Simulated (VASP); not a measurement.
Set up this calculation in VASP 6.6.1, as the native input.

| Property | Result |
| --- | --- |
| Task | single point |
| Functional | PBE |
| Potentials or basis | VASP PAW PBE potentials, release 64 (Mg_sv, Ti_sv, O) |
| Cutoff | 840 eV |
| k mesh | 5 × 5 × 2 |
| Occupations | gaussian, width 0.2 eV |
| Spin | collinear spin |
| Starting moments | [0.0, 0.0, 1.0, 1.0, 1.0, 0.0, 0.0, 0.0] μB |
| Dipole correction | no |
| Further INCAR settings | ALGO = Normal; EDIFF = 1e-06; NBANDS = 51 |

The structure of Mg2Ti3O3 lies in POSCAR:

```
Mg2Ti3O3
1.0
    4.5312986449     -0.0000000032      0.0000000000
   -2.2656493196      3.9242197402      0.0000000000
    0.0000000000      0.0000000000      7.0417634688
Mg Ti O
2 3 3
Direct
    0.3333333333      0.6666666667      0.0000000000
    0.6666666667      0.3333333333      0.0000000000
    0.0000000000      0.0000000000      0.6566958167
    0.0000000000      0.0000000000      0.3433041833
    0.0000000000      0.0000000000      0.0000000000
    0.5000000000      0.0000000000      0.5000000000
    0.0000000000      0.5000000000      0.5000000000
    0.5000000000      0.5000000000      0.5000000000
```

The cell was generated, and may not be a known phase.

One way to write it, as run:

INCAR

```
PREC = Accurate
ENCUT = 840
EDIFF = 1E-6
ISMEAR = 0
SIGMA = 0.2
LREAL = F
LASPH = T
NELM = 200
ALGO = Normal
ISIF = 2
LWAVE = F
LCHARG = F
ISPIN = 2
MAGMOM = 0 0 1 1 1 0 0 0
LORBIT = 11
LMAXMIX = 4
GGA = PE
NBANDS = 51
GGA_COMPAT = F
```

KPOINTS

```
Automatic mesh
0
Gamma
  5 5 2
```

Potentials or basis: VASP PAW PBE potentials, release 64 (Mg_sv, Ti_sv, O).

Run with:

```console
$ cat potpaw_PBE.64/Mg_sv/POTCAR potpaw_PBE.64/Ti_sv/POTCAR potpaw_PBE.64/O/POTCAR > POTCAR
$ mpirun -np 1 vasp_std > vasp.out
```

It gave:

```yaml
Pressure: 0.1 GPa
Largest_force: 0.076 eV/Å
Net_moment: 0.48 μB per cell
Site_moments: Mg +0.00; Ti +0.06, +0.29 (each value once); O -0.01 μB
Valence_electrons_inside_the_program's_atomic_spheres: Mg 8.18; Ti 10.19, 10.62 (each value once); O 4.75
```

Caveat: the k points lie up to 0.45 Å⁻¹ apart; a moment this small can come from the mesh or the smearing.

It took 4.1 min on 1 thread of Intel(R) Xeon(R) 6975P-C (Granite Rapids), with other jobs on the host, peak memory 0.61 GiB.
